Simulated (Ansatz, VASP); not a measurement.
HfO2 in VASP and in Ansatz

The input INCAR:

```
SYSTEM = HfO2
  ALGO = Normal
  EDIFF = 1E-6
  ENCUT = 520
  GGA = PE
  ISIF = 2
  ISMEAR = 0
  LASPH = .TRUE.
  LCHARG = .FALSE.
  LREAL = .FALSE.
  LWAVE = .FALSE.
  NBANDS = 18
  NELM = 60
  PREC = Accurate
  SIGMA = 0.05
```

File KPOINTS:

```
k-points
0
G
  8 8 8
  0 0 0
```

POSCAR

```
HfO2
1.0
    0.0000000000      2.6508762353      2.5489194570
    2.5150188282      0.0000000000      2.5489194570
    2.5150188282      2.6508762353      0.0000000000
Hf O
1 2
Direct
    0.0000000000      0.0000000000      0.0000000000
    0.2500000000      0.2500000000      0.2500000000
    0.7500000000      0.7500000000      0.7500000000
```

Input for Ansatz:

```yaml
crystal:
  lattice:
    - [0.0, 2.6508762353, 2.548919457]
    - [2.5150188282, 0.0, 2.548919457]
    - [2.5150188282, 2.6508762353, 0.0]
  atoms:
    - { symbol: Hf, position: [0.0, 0.0, 0.0] }
    - { symbol: O, position: [0.25, 0.25, 0.25] }
    - { symbol: O, position: [0.75, 0.75, 0.75] }
basis:
  ecutwfc: 520.0
kpoints:
  mp_grid: { grid: [8, 8, 8] }
hamiltonian:
  xc: pbe
  pseudopotentials: { kind: paw, azcp: { folder: soft_1 } }
scf:
  occupations: { method: gaussian, width: 0.05 }
output:
  forces: true
  stress: true
  eigenvalues: true
  write_density: true
  write_potential: true
  elf: true
  volumetric_format: npy
```

Change from the starting cell: normal strain along x -0.0133, normal strain along y +0.0400.

Alike in both runs: task single point; functional PBE; k mesh 8 × 8 × 8; occupations gaussian, width 0.05 eV; no spin polarisation.

|  | VASP | Ansatz |
| --- | --- | --- |
| version | VASP 6.6.1 | Ansatz 0.2.0 |
| potentials or method | VASP PAW PBE potentials, release 64 (Hf_pv, O), cutoff 520 eV | scalar-relativistic, plane waves, PAW |
| valence electrons in the cell | 22 | 38 |

```tsv
	VASP	Ansatz	Ansatz less VASP
gap on the k mesh at the Fermi level (eV)	3.19	3.20	+0.016
least direct gap on the mesh (eV)	3.36	3.36	+0.004
pressure (GPa)	-9.3	-5.9	+3.39
traceless stress, the component that is largest in VASP (GPa)	-13.69	-13.47	+0.222
```

With one functional, cell and mesh, what is left measures potentials, basis and numerics. VASP's potentials hold 22 valence electrons a cell and Ansatz's 38, so a difference there can come from the potentials and not from the codes.

Neither program's run includes spin-orbit coupling.
